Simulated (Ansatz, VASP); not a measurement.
One calculation of MnO, two programs

```xyz
2
Lattice="1.5734 0.9084 2.5694 -1.5734 0.9084 2.5694 0.0000 -1.8168 2.5694" Properties=species:S:1:pos:R:3 pbc="T T T"
Mn    0.0000    0.0000    0.0000
O     0.0000    0.0000    3.8541
```

Alike in both runs: functional r2SCAN; k mesh 18 × 18 × 18; occupations gaussian, width 0.1 eV; collinear spin.

Ansatz relaxed the structure, and its values are those at the end. VASP's run is a single point on that final structure, the one shown.

|  | VASP | Ansatz |
| --- | --- | --- |
| version | VASP 6.6.1 | Ansatz 0.2.0 |
| potentials or method | VASP PAW PBE potentials, release 64 (Mn_pv, O), cutoff 520 eV | scalar-relativistic, plane waves, PAW |
| valence electrons in the cell | 19 | 21 |

|  | VASP | Ansatz | Ansatz less VASP |
| --- | --- | --- | --- |
| gap on the k mesh at the Fermi level (eV) | none | none | - |
| pressure (GPa) | 0.2 | 0.0 | -0.19 |
| net moment per atom (μB) | 2.50 | 2.50 | 0.000 |
| size of the moment on the site where the two differ most (μB) | 4.54 | 4.27 | -0.277 |

VASP's potentials were made for PBE, not for r2SCAN. Site moments also hang on the region over which each program counts them. A gap of «none» marks a metal or a gap that the smearing closes. VASP's potentials hold 19 valence electrons a cell and Ansatz's 21, so a difference there can come from the potentials and not from the codes.
